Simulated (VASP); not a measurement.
**Ta: single point with r2SCAN**

The system is Ta.

```xyz
2
Lattice="2.8863 0.0000 0.0000 -1.4432 2.4996 0.0000 0.0000 0.0000 5.1051" Properties=species:S:1:pos:R:3 pbc="T T T"
Ta    0.0000    1.6664    3.8288
Ta    1.4432    0.8332    1.2763
```

- Program: VASP 6.6.1
- Task: single point
- Functional: r2SCAN
- Potentials or basis: VASP PAW PBE potentials, release 64 (Ta_pv)
- Cutoff: 520 eV
- k mesh: 16 × 16 × 8
- Occupations: gaussian, width 0.05 eV
- Spin: no spin polarisation
- Dipole correction: no
- Further INCAR settings: ALGO = Normal; EDIFF = 1e-06; NBANDS = 18

```
Pressure               : 1.3 GPa
Band gap on the k mesh : zero (band 11 reaches 7.09 eV, above the bottom of band 12 at 4.83 eV)
```

Stress tensor (GPa, compression positive):
```
1.28 0.00 0.00
0.00 1.28 0.00
0.00 0.00 1.37
```

Levels at points of the mesh, in eV from the Fermi level:
| k point | band 7 | band 8 | band 9 | band 10 | band 11 | band 12 | band 13 | band 14 | band 15 | band 16 |
| --- | --- | --- | --- | --- | --- | --- | --- | --- | --- | --- |
| (0.00, 0.00, 0.00) | -8.70 | -5.20 | -0.53 | -0.23 | 0.69 | 0.69 | 1.31 | 1.31 | 3.27 | 3.27 |
| (0.50, 0.00, 0.00) | -4.28 | -4.11 | -3.53 | -0.62 | -0.30 | 0.57 | 1.01 | 6.07 | 6.81 | 7.13 |
| (0.00, 0.00, 0.50) | -6.73 | -6.73 | -1.27 | -1.27 | 0.74 | 0.74 | 0.74 | 0.74 | 4.83 | 4.83 |
| (0.50, 0.00, 0.50) | -4.59 | -4.59 | -2.42 | -2.42 | 1.48 | 1.48 | 2.88 | 2.88 | 5.95 | 5.95 |

It took 3.1 min on 1 thread of Intel(R) Xeon(R) Platinum 8488C (Sapphire Rapids), on a shared host, peak memory 0.22 GiB.

Caveat: the PAW data sets were made with another functional, which shifts forces and pressure a little; spin-orbit coupling is left out, which moves the levels of the heavy elements.
